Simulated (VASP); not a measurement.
# Co (Fd-3m) in VASP: notebook

Co is run at these levels: revPBE; tasks: single point, relaxation of cell and atoms.

Everything below comes from runs of VASP 6.6.1. Logs are shortened: lines on timing, memory, paths and dates and some standing lists are left out, and cuts for length are marked.

**1. The cell of the first run**

It takes space group Fd-3m (No. 227, cubic). The conventional cell has a = 4.981 Å, b = 4.981 Å, c = 4.981 Å, α = 90.00°, β = 90.00°, γ = 90.00°. Within 2.9 Å of Co (site symmetry -43m) lie 4 Co at 2.16 Å.

This isn't the form of Co at room conditions, which is hcp.

**2. Single point, revPBE, collinear spin, ferromagnetic start (15.45 Å³/atom)**

File INCAR:

```
PREC = Accurate
ENCUT = 520
EDIFF = 1E-7
ISMEAR = -1
SIGMA = 0.05
LREAL = False
LASPH = True
NELM = 150
ALGO = Normal
ISIF = 2
LWAVE = False
LCHARG = False
ISPIN = 2
MAGMOM = -1.777 -1.777
LORBIT = 11
LMAXMIX = 4
GGA = RE
NBANDS = 20
```

File KPOINTS:

```
Automatic mesh
0
Gamma
  12 12 12
```

File POSCAR:

```
Co
1.0
    0.0000000000      2.4903660629      2.4903660629
    2.4903660629      0.0000000000      2.4903660629
    2.4903660629      2.4903660629      0.0000000000
Co
2
Direct
    0.1250000000      0.1250000000      0.1250000000
    0.8750000000      0.8750000000      0.8750000000
```

Potentials or basis: VASP PAW PBE potentials, release 64 (Co).

The run is started by

```sh
$ cat potpaw_PBE.64/Co/POTCAR > POTCAR
$ mpirun -np 1 vasp_std > vasp.out
```

OUTCAR:

```text
PREC = Accurate
   ENCUT = 520
   EDIFF = 1E-7
   ISMEAR = -1
   LREAL = False
   LASPH = True
   NELM = 150
   ISIF = 2
   ISPIN = 2
   LORBIT = 11
   GGA = RE

 ion  position               nearest neighbor table
   1  0.125  0.125  0.125-   2 2.16   2 2.16   2 2.16   2 2.16
   2  0.875  0.875  0.875-   1 2.16   1 2.16   1 2.16   1 2.16

  LATTYP: Found a face centered cubic cell.
 ALAT       =     4.9807321258

  Lattice vectors:

 A1 = (   0.0000000000,   2.4903660629,   2.4903660629)
 A2 = (   2.4903660629,   0.0000000000,   2.4903660629)
 A3 = (   2.4903660629,   2.4903660629,   0.0000000000)

Analysis of symmetry for initial positions (statically):
=====================================================================
 Subroutine PRICEL returns:
 Original cell was already a primitive cell.

 Routine SETGRP: Setting up the symmetry group for a
 face centered cubic supercell.

 Subroutine GETGRP returns: Found 48 space group operations
 (whereof 12 operations were pure point group operations)
 out of a pool of 48 trial point group operations.

The static configuration has the point symmetry D_3d.
 The point group associated with its full space group is O_h .

Analysis of symmetry for dynamics (positions and initial velocities):
=====================================================================
 Subroutine PRICEL returns:
 Original cell was already a primitive cell.

 Routine SETGRP: Setting up the symmetry group for a
 face centered cubic supercell.

 Subroutine GETGRP returns: Found 48 space group operations
 (whereof 12 operations were pure point group operations)
 out of a pool of 48 trial point group operations.

The dynamic configuration has the point symmetry D_3d.
 The point group associated with its full space group is O_h .

Analysis of structural, dynamic, and magnetic symmetry:
=====================================================================
 Subroutine PRICEL returns:
 Original cell was already a primitive cell.

 Routine SETGRP: Setting up the symmetry group for a
 face centered cubic supercell.

 Subroutine GETGRP returns: Found 48 space group operations
 (whereof 12 operations were pure point group operations)
 out of a pool of 48 trial point group operations.

The overall configuration has the point symmetry D_3d.
 The point group associated with its full space group is O_h .

 Subroutine INISYM returns: Found 48 space group operations
 (whereof 12 operations are pure point group operations),
 and found     1 'primitive' translations

----------------------------------------------------------------------------------------

                                     Primitive cell

  volume of cell :      30.8901

  direct lattice vectors                    reciprocal lattice vectors
     0.000000000  2.490366063  2.490366063    -0.200773696  0.200773696  0.200773696
     2.490366063  0.000000000  2.490366063     0.200773696 -0.200773696  0.200773696
     2.490366063  2.490366063  0.000000000     0.200773696  0.200773696 -0.200773696

  length of vectors
     3.521909461  3.521909461  3.521909461     0.347750243  0.347750243  0.347750243

  position of ions in fractional coordinates (direct lattice)
     0.125000000  0.125000000  0.125000000
     0.875000000  0.875000000  0.875000000

  ion indices of the primitive-cell ions
   primitive index   ion index
                 1           1
                 2           2

----------------------------------------------------------------------------------------

 KPOINTS: Automatic mesh

Automatic generation of k-mesh.
 Grid dimensions read from file:
 generate k-points for:   12   12   12

 Generating k-lattice:

  Cartesian coordinates                     Fractional coordinates (reciprocal lattice)
    -0.016731141  0.016731141  0.016731141     0.083333333  0.000000000  0.000000000
     0.016731141 -0.016731141  0.016731141     0.000000000  0.083333333  0.000000000
     0.016731141  0.016731141 -0.016731141     0.000000000  0.000000000  0.083333333

  Length of vectors
     0.028979187  0.028979187  0.028979187

  Shift w.r.t. Gamma in fractional coordinates (k-lattice)
     0.000000000  0.000000000  0.000000000

 Subroutine IBZKPT returns following result:
 ===========================================

 Found     72 irreducible k-points:

 Following reciprocal coordinates:
            Coordinates               Weight
  0.000000  0.000000  0.000000      1.000000
  0.083333  0.000000  0.000000      8.000000
  0.166667  0.000000  0.000000      8.000000
  0.250000  0.000000  0.000000      8.000000
  0.333333  0.000000  0.000000      8.000000
  0.416667  0.000000  0.000000      8.000000
[... 16 lines left out ...]
  0.500000  0.166667  0.000000     24.000000
 -0.416667  0.166667  0.000000     24.000000
 [... further k-points ...]
   k-points           NKPTS =     72   k-points in BZ     NKDIM =     72   number of bands    NBANDS=     20
   number of dos      NEDOS =    301   number of ions     NIONS =      2
   total plane-waves  NPLWV =  21952
   dimension x,y,z NGX =    28 NGY =   28 NGZ =   28
   dimension x,y,z NGXF=    56 NGYF=   56 NGZF=   56
   ions per type =               2
   NGX,Y,Z   is equivalent  to a cutoff of  13.22, 13.22, 13.22 a.u.
   NGXF,Y,Z  is equivalent  to a cutoff of  26.43, 26.43, 26.43 a.u.
 SYSTEM =  unknown system
   PREC   = accura    normal or accurate (medium, high low for compatibility)
   ISTART =      0    job   : 0-new  1-cont  2-samecut
   ICHARG =      2    charge: 1-file 2-atom 10-const
   ISPIN  =      2    spin polarized calculation?
   LNONCOLLINEAR =      F non collinear calculations
   LSORBIT =      F    spin-orbit coupling
   LASPH  =      T    aspherical Exc in radial PAW
   ENCUT  =  520.0 eV  38.22 Ry    6.18 a.u.   6.55  6.55  6.55*2*pi/ulx,y,z
   NELM   =    150;   NELMIN=  2; NELMDL= -5     # of ELM steps
   EDIFF  = 0.1E-06   stopping-criterion for ELM
   LREAL  =      F    real-space projection
   EDIFFG = 0.1E-05   stopping-criterion for IOM
   NSW    =      0    number of steps for IOM
   IBRION =     -1    ionic relax: 0-MD 1-quasi-New 2-CG
   NFREE  =      0    steps in history (QN), initial steepest desc. (CG)
   ISIF   =      2    stress and relaxation
   ISYM   =      2    0-nonsym 1-usesym 2-fastsym
   POTIM  = 0.5000    time-step for ionic-motion
   TEBEG  =    0.0;   TEEND  =   0.0 temperature during run
   PSTRESS=    0.0 pullay stress
   NELECT =      18.0000    total number of electrons
   NUPDOWN=      -1.0000    fix difference up-down
   EMIN   =  10.00;   EMAX   =-10.00  energy-range for DOS
   EFERMI =   0.00;   METHOD = LEGACY
   ISMEAR =    -1;   SIGMA  =   0.05  broadening in eV -4-tet -1-fermi 0-gaus
   EFERMI_NEDOS =   21; number of points for ismear=-14 and -15
   IALGO  =     38    algorithm
   IMIX   =      4    mixing-type and parameters
     AMIX     =   0.40;   BMIX     =  1.00
     AMIX_MAG =   1.60;   BMIX_MAG =  1.00
  volume/ion in A,a.u.               =      15.45       104.23
  Fermi-wavevector in a.u.,A,eV,Ry     =   1.367390  2.583993 25.439576  1.869756
  Thomas-Fermi vector in A             =   2.493447
   LORBIT       =     11    0 simple, 1 ext, 2 COOP (PROOUT), +10 PAW based schemes
   GGA     = RE    functional components
   LHFCALC =     F    Hartree Fock is set to
   AEXX    =    0.0000 exact exchange contribution
   IVDW    =     0    specifies the selected vdW correction
   LEPSILON=     F    determine dielectric tensor
   LRPA    =     F    only Hartree local field effects (RPA)
 spin polarized calculation
  energy-cutoff  :      520.00
  volume of cell :       30.89
 maximum number of plane-waves:       869
 NGX is ok and might be reduce to    28
   NGX = 13   NGY = 13   NGZ = 13

 number of electron      18.0000009 magnetization      -3.4118009

 Free energy of the ion-electron system (eV)
  ---------------------------------------------------
  ext. energy  EPLUGINS =         0.00000000
  ---------------------------------------------------
  free energy    TOTEN  =       -10.72650096 eV

  energy without entropy =      -10.70988459  energy(sigma->0) =      -10.71819277

 E-fermi :   5.9768     XC(G=0): -11.0588

 val. band max:        5.9654533607   @ k =  -0.2500   0.0833   0.0000
 cond. band min:       5.9833100425   @ k =  -0.1667   0.2500   0.0833
 fundamental gap:      0.0178566818
 Fermi energy:         5.9767525877

 spin component 1

 k-point     1 :       0.0000    0.0000    0.0000
  band No.  band energies     occupation
      1      -0.6137      1.00000
      2       4.1457      1.00000
      3       4.1457      1.00000
      4       4.1489      1.00000
      5       4.1489      1.00000
      6       4.1489      1.00000
[... 12 lines left out ...]
     19      21.6568      0.00000
     20      23.5643      0.00000
[... 507 lines left out ...]
 k-point    24 :      -0.4167    0.1667    0.0000
  band No.  band energies     occupation
      1       2.9864      1.00000
      2       3.5746      1.00000
      3       3.9908      1.00000
      4       4.0840      1.00000
      5       4.5215      1.00000
      6       4.7268      1.00000
[... 12 lines left out ...]
     19      26.1951      0.00000
     20      26.4553      0.00000

 [... further k-points ...]

 spin component 2

 k-point     1 :       0.0000    0.0000    0.0000
  band No.  band energies     occupation
      1      -0.6986      1.00000
      2       2.4575      1.00000
      3       2.4575      1.00000
      4       2.7117      1.00000
      5       2.7117      1.00000
      6       2.7117      1.00000
[... 12 lines left out ...]
     19      21.7088      0.00000
     20      23.5409      0.00000
[... 507 lines left out ...]
 k-point    24 :      -0.4167    0.1667    0.0000
  band No.  band energies     occupation
      1       2.1146      1.00000
      2       2.4496      1.00000
      3       2.4546      1.00000
      4       2.6802      1.00000
      5       3.0720      1.00000
      6       3.1082      1.00000
[... 12 lines left out ...]
     19      25.9191      0.00000
     20      26.2304      0.00000

 [... further k-points ...]
[... 5 lines left out ...]
  --------------------------------------------------------------------------------------
  -------------------------------------------------------------------------------------
  Total        1.6653013      1.6653013      1.6653013      0.0000000      0.0000000      0.0000000
  in kB       86.3741598     86.3741598     86.3741598      0.0000000      0.0000000      0.0000000
  external PRESSURE =      86.3741598 kB  Pullay stress =       0.0000000 kB

 VOLUME and BASIS-vectors are now :
 -----------------------------------------------------------------------------
  energy-cutoff  :      520.00
  volume of cell :       30.89
      direct lattice vectors                 reciprocal lattice vectors
     0.000000000  2.490366063  2.490366063    -0.200773696  0.200773696  0.200773696
     2.490366063  0.000000000  2.490366063     0.200773696 -0.200773696  0.200773696
     2.490366063  2.490366063  0.000000000     0.200773696  0.200773696 -0.200773696

 POSITION                                       TOTAL-FORCE (eV/Angst)
 -----------------------------------------------------------------------------------
      0.62259      0.62259      0.62259         0.000000      0.000000     -0.000000
      4.35814      4.35814      4.35814        -0.000000     -0.000000      0.000000
 -----------------------------------------------------------------------------------
    total drift:                                0.000000      0.000000     -0.000000

  FREE ENERGIE OF THE ION-ELECTRON SYSTEM (eV)
  ---------------------------------------------------
  free  energy   TOTEN  =       -10.7265009587 eV

  energy  without entropy=      -10.7098845874  energy(sigma->0) =      -10.71819277

 total charge

# of ion       s       p       d       tot
------------------------------------------
    1        0.552   0.379   7.348   8.278
    2        0.552   0.379   7.348   8.278
--------------------------------------------------
tot          1.104   0.757  14.695  16.557

 magnetization (x)

# of ion       s       p       d       tot
------------------------------------------
    1        0.030   0.011  -1.733  -1.693
    2        0.030   0.011  -1.733  -1.693
--------------------------------------------------
tot          0.060   0.021  -3.467  -3.385
```

Wall time 3.5 min (1 thread of Intel Xeon 8259CL, shared host); peak memory 0.21 GiB.

What came out:

```
Free energy                                           : -10.7265 eV
Pressure                                              : 8.6 GPa
Net moment                                            : -3.41 μB per cell
Site moments                                          : Co -1.69 μB
Valence electrons inside the program's atomic spheres : Co 8.28
```

Caveat: the cell stands under pressure; the PAW data sets were made with another functional, which shifts forces and pressure a little.

**3. Relaxation of cell and atoms, revPBE, collinear spin, antiferromagnetic start**

This run uses another cell than the first one, of 14.95 Å³/atom.

File INCAR:

```
ALGO = Normal
EDIFF = 1E-6
EDIFFG = -0.01
ENCUT = 600
GGA = RE
IBRION = 2
ISIF = 3
ISMEAR = -1
ISPIN = 2
LASPH = T
LCHARG = F
LMAXMIX = 4
LORBIT = 11
LREAL = F
LWAVE = F
MAGMOM = 1.7 -1.7
NELM = 150
NSW = 80
PREC = Accurate
SIGMA = 0.05
```

File KPOINTS:

```
k-points
0
Gamma
  11 11 11
```

File POSCAR:

```
Co
1.0
    0.0000000000      2.4634331982      2.4634331982
    2.4634331982      0.0000000000      2.4634331982
    2.4634331982      2.4634331982      0.0000000000
Co
2
Direct
    0.1250000000      0.1250000000      0.1250000000
    0.8750000000      0.8750000000      0.8750000000
```

Potentials or basis: VASP PAW PBE potentials, release 64 (Co).

The run is started by

```sh
$ cat potpaw_PBE.64/Co/POTCAR > POTCAR
$ mpirun -np 1 vasp_std > vasp.out
```

Wall time 3.3 min (1 thread of Intel Xeon 8259CL, shared host); peak memory 0.2 GiB.

The run converged. Its results:

- Free energy: -10.6001 eV
- Relaxed volume: 15.08 Å³/atom
- Relaxed cell: a = 3.494 Å, b = 3.494 Å, c = 3.494 Å, α = 60.00°, β = 60.00°, γ = 60.00°
- Space group after relaxing (to 0.1 Å): Fd-3m (No. 227)
- Energy gained by relaxing: 0.4 meV/atom
- Ionic steps: 3
- Pressure after relaxing: 0.0 GPa
- Band gap on the k mesh: zero (filled and empty bands overlap)
- Net moment: 0.00 μB per cell
- Valence electrons inside the program's atomic spheres: Co 8.31

The path:
```csv
step,energy change (eV),largest force (eV/Å),pressure (GPa),volume (Å³)
1,0.0000,0.0000,1.06,29.90
2,-0.0005,0.0000,-0.67,30.33
3,-0.0008,0.0000,0.01,30.15
```

Final structure:
```cif
data_structure
_symmetry_space_group_name_H-M 'P 1'
_symmetry_Int_Tables_number 1
_cell_length_a 3.4937
_cell_length_b 3.4937
_cell_length_c 3.4937
_cell_angle_alpha 60.000
_cell_angle_beta 60.000
_cell_angle_gamma 60.000
_cell_volume 30.15
loop_
_atom_site_label
_atom_site_type_symbol
_atom_site_fract_x
_atom_site_fract_y
_atom_site_fract_z
_atom_site_occupancy
Co1 Co 0.12500 0.12500 0.12500 1
Co2 Co 0.87500 0.87500 0.87500 1
```

Levels at points of the mesh, in eV from the Fermi level:
Spin up:
| k point | band 7 | band 8 | band 9 | band 10 | band 11 | band 12 |
| --- | --- | --- | --- | --- | --- | --- |
| (0.00, 0.00, 0.00) | -1.03 | -1.03 | -1.03 | 0.26 | 0.26 | 13.15 |
Spin down:
```csv
k point,band 7,band 8,band 9,band 10,band 11,band 12
"(0.00, 0.00, 0.00)",-1.03,-1.03,-1.03,0.26,0.26,13.15
```

Caveat: the moments typed at the start vanished in this run; the PAW data sets were made with another functional, which shifts forces and pressure a little.

**4. Single point, revPBE, collinear spin, ferromagnetic start**

This run uses another cell than the first one, of 16.79 Å³/atom.

File INCAR:

```
SYSTEM = Co
ALGO = Normal
EDIFF = 1E-7
ENCUT = 520
GGA = RE
ISIF = 2
ISMEAR = -1
ISPIN = 2
LASPH = .True.
LCHARG = .False.
LMAXMIX = 4
LORBIT = 11
LREAL = .False.
LWAVE = .False.
MAGMOM = -1.777 -1.777
NBANDS = 20
NELM = 150
PREC = Accurate
SIGMA = 0.05
```

File KPOINTS:

```
k-points
0
Gamma
  17 17 17
  0 0 0
```

File POSCAR:

```
Co
1.0
    0.0000000000      2.5605538495      2.5605538495
    2.5605538495      0.0000000000      2.5605538495
    2.5605538495      2.5605538495      0.0000000000
Co
2
Direct
    0.1250000000      0.1250000000      0.1250000000
    0.8750000000      0.8750000000      0.8750000000
```

The run is started by

```sh
$ cat potpaw_PBE.64/Co/POTCAR > POTCAR
$ mpirun -np 1 vasp_std > vasp.out
```

It took 6.8 min on 1 thread of Intel Xeon 8259CL, shared host; peak memory 0.29 GiB.

The run converged. Its results:

| Property | Result |
| --- | --- |
| Free energy | -10.7875 eV |
| Pressure | -0.5 GPa |
| Net moment | -3.48 μB per cell |
| Site moments | Co -1.74 μB |
| Valence electrons inside the program's atomic spheres | Co 8.16 |

Levels at points of the mesh, in eV from the Fermi level:
Spin up:
| k point | band 4 | band 5 | band 6 | band 7 | band 8 | band 9 | band 10 | band 11 |
| --- | --- | --- | --- | --- | --- | --- | --- | --- |
| (0.00, 0.00, 0.00) | -1.66 | -1.60 | -1.60 | 0.03 | 0.03 | 0.03 | 1.40 | 1.40 |
Spin down:
| k point | band 7 | band 8 | band 9 | band 10 | band 11 | band 12 | band 13 | band 14 | band 15 | band 16 |
| --- | --- | --- | --- | --- | --- | --- | --- | --- | --- | --- |
| (0.00, 0.00, 0.00) | -1.63 | -1.63 | -1.63 | -0.75 | -0.75 | 11.93 | 11.93 | 11.93 | 12.35 | 12.35 |

Caveat: the PAW data sets were made with another functional, which shifts forces and pressure a little.
